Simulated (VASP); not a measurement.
# TiSi2: single point with PBE

Crystal: TiSi2.

```xyz
6
Lattice="0.0000 3.9846 4.1753 2.3269 0.0000 4.1753 2.3269 3.9846 0.0000" Properties=species:S:1:pos:R:3 pbc="T T T"
Ti    3.4903    5.9770    6.2629
Ti    2.3269    3.9846    4.1753
Si    1.1634    0.6879    2.0876
Si    1.1634    3.2967    2.0876
Si    2.3269    1.3044    4.1753
Si    2.3269    6.6649    4.1753
```

This cell differs from its parent crystal: volume scaled by 0.91, then relaxed in part.

```
Program             : VASP 6.6.1
Task                : single point
Functional          : PBE
Potentials or basis : VASP PAW PBE potentials, release 64 (Ti_sv, Si)
Cutoff              : 520 eV
k mesh              : 10 × 10 × 10
Occupations         : gaussian, width 0.1 eV
Spin                : no spin polarisation
```

```
Pressure               : 16.1 GPa
Band gap on the k mesh : zero (band 20 reaches 11.94 eV, above the bottom of band 21 at 9.92 eV)
```

Levels at points of the mesh, in eV from the Fermi level:
```tsv
k point	band 17	band 18	band 19	band 20	band 21	band 22	band 23	band 24
(0.00, 0.00, 0.00)	-2.46	-2.02	-1.78	-1.38	-1.01	2.26	3.44	3.66
(0.50, 0.00, 0.00)	-2.10	-1.14	-0.07	0.15	1.13	1.51	1.85	2.48
(0.50, 0.50, 0.00)	-1.56	-1.56	-1.08	-1.08	0.75	0.75	3.55	3.55
(0.50, 0.00, 0.50)	-2.45	-2.45	-0.90	-0.90	1.42	1.42	3.71	3.71
(0.00, 0.50, 0.50)	-1.21	-1.21	-0.65	-0.65	0.89	0.89	2.56	2.56
```

It took 12 min on 1 thread of Intel Xeon 8259CL (shared host), peak memory 0.46 GiB.
